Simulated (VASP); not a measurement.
Wanted: the native input for a VASP 6.6.1 run.

- Task: single point
- Functional: PBE
- Potentials or basis: VASP PAW PBE potentials, release 64 (Sb)
- Cutoff: 520 eV
- k mesh: 9 × 9 × 9
- Occupations: fermi-dirac, width 0.05 eV
- Spin: no spin polarisation
- Dipole correction: no
- Further INCAR settings: ALGO = Normal; EDIFF = 1e-06; NBANDS = 12

The structure of Sb lies in POSCAR:

```
Sb
1.0
    2.1506003320      1.2416496806      3.7440000000
   -2.1506003320      1.2416496806      3.7440000000
    0.0000000000     -2.4832993611      3.7440000000
Sb
2
Direct
    0.2336400000      0.2336400000      0.2336400000
    0.7663600000      0.7663600000      0.7663600000
```

One way to write it, as run:

INCAR

```
SYSTEM = Sb
ALGO     = Normal         ! electronic algorithm
EDIFF    = 1E-6           ! SCF threshold, eV
ENCUT    = 520            ! plane-wave cutoff, eV
GGA      = PE             ! functional
ISIF     = 2              ! what is computed and relaxed
ISMEAR   = -1             ! smearing method
LASPH    = .True.         ! aspherical terms in the spheres
LCHARG   = .False.        ! write CHGCAR
LREAL    = .False.        ! projectors in reciprocal space
LWAVE    = .False.        ! write WAVECAR
NBANDS   = 12             ! bands
NELM     = 80             ! most SCF steps
PREC     = Accurate       ! precision mode
SIGMA    = 0.05           ! smearing width, eV
```

KPOINTS

```
k-points
0
Gamma
  9 9 9
  0 0 0
```

Potentials or basis: VASP PAW PBE potentials, release 64 (Sb).

The run is started by

```bash
$ cat potpaw_PBE.64/Sb/POTCAR > POTCAR
$ mpirun -np 1 vasp_std > vasp.out
```

It gave:

| Item | Value |
| --- | --- |
| Pressure | 3.2 GPa |
| Largest force | 0.244 eV/Å |
| Band gap on the k mesh | 0.07 eV, indirect (least direct gap 0.49 eV) |

Caveat: spin-orbit coupling is left out, which moves the levels of the heavy elements.

It took 19 s on 1 thread of Intel(R) Xeon(R) 6975P-C (Granite Rapids), with other jobs on the host, peak memory 0.22 GiB.
